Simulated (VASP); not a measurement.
Write the native input for VASP 6.6.1 that does the following.

| Property | Result |
| --- | --- |
| Task | single point |
| Functional | pbe exchange, lda correlation |
| Potentials or basis | VASP PAW PBE potentials, release 64 (Hf_pv) |
| Cutoff | 400 eV |
| k mesh | 8 × 8 × 8 |
| Occupations | fermi-dirac, width 0.01 eV |
| Spin | non-collinear spin, typed start |
| Starting moments | [[0.011, 0.174, 0.382]] μB |
| Dipole correction | no |
| k mesh for the DOS | 12 × 12 × 12 |
| Occupations for the DOS | tetrahedron |
| Further INCAR settings | ALGO = Normal; EDIFF = 1e-06 |

The system is Hf.

```
CELL_PARAMETERS angstrom
-1.67561 1.67561 1.67561
1.67561 -1.67561 1.67561
1.67561 1.67561 -1.67561
ATOMIC_POSITIONS crystal
Hf 0.00000 0.00000 0.00000
```

This isn't the form of Hf at room conditions, which is hcp.

One way to write it, as run:

POSCAR

```
Hf
1.0
   -1.6756135689      1.6756135689      1.6756135689
    1.6756135689     -1.6756135689      1.6756135689
    1.6756135689      1.6756135689     -1.6756135689
Hf
1
Direct
    0.0000000000      0.0000000000      0.0000000000
```

INCAR.step1

```
ALGO = Normal
EDIFF = 1E-6
ENCUT = 400
GGA = LIBXC
GGA_COMPAT = False
ISIF = 2
ISMEAR = -1
LASPH = True
LCHARG = True
LIBXC1 = GGA_X_PBE
LIBXC2 = LDA_C_PW
LMAXMIX = 4
LNONCOLLINEAR = True
LORBIT = 11
LREAL = False
LWAVE = False
MAGMOM = 0.011 0.174 0.382
NBANDS = 21
NEDOS = 2001
NELM = 200
PREC = Accurate
SIGMA = 0.01
```

KPOINTS.step1

```
k-points
0
Gamma
  8 8 8
```

INCAR.step2

```
ALGO = Normal
EDIFF = 1E-6
ENCUT = 400
GGA = LIBXC
GGA_COMPAT = False
ICHARG = 11
ISIF = 2
ISMEAR = -5
LASPH = True
LCHARG = False
LIBXC1 = GGA_X_PBE
LIBXC2 = LDA_C_PW
LMAXMIX = 4
LNONCOLLINEAR = True
LORBIT = 11
LREAL = False
LWAVE = False
MAGMOM = 0.011 0.174 0.382
NEDOS = 1001
NELM = 200
PREC = Accurate
SIGMA = 0.01
```

KPOINTS.step2

```
k-points
0
Gamma
  12 12 12
```

Potentials or basis: VASP PAW PBE potentials, release 64 (Hf_pv).

Command:

```bash
$ cat potpaw_PBE.64/Hf_pv/POTCAR > POTCAR
$ cp INCAR.step1 INCAR
$ cp KPOINTS.step1 KPOINTS
$ mpirun -np 1 vasp_ncl > vasp.out
$ cp INCAR.step2 INCAR
$ cp KPOINTS.step2 KPOINTS
$ mpirun -np 1 vasp_ncl > vasp.out
```

It gave:

- Net moment: 0.00 μB per cell
- Valence electrons inside the program's atomic spheres: Hf 8.73

It took 3.3 min on 1 thread of Intel(R) Xeon(R) 6975P-C (Granite Rapids) (shared host), peak memory 0.39 GiB.
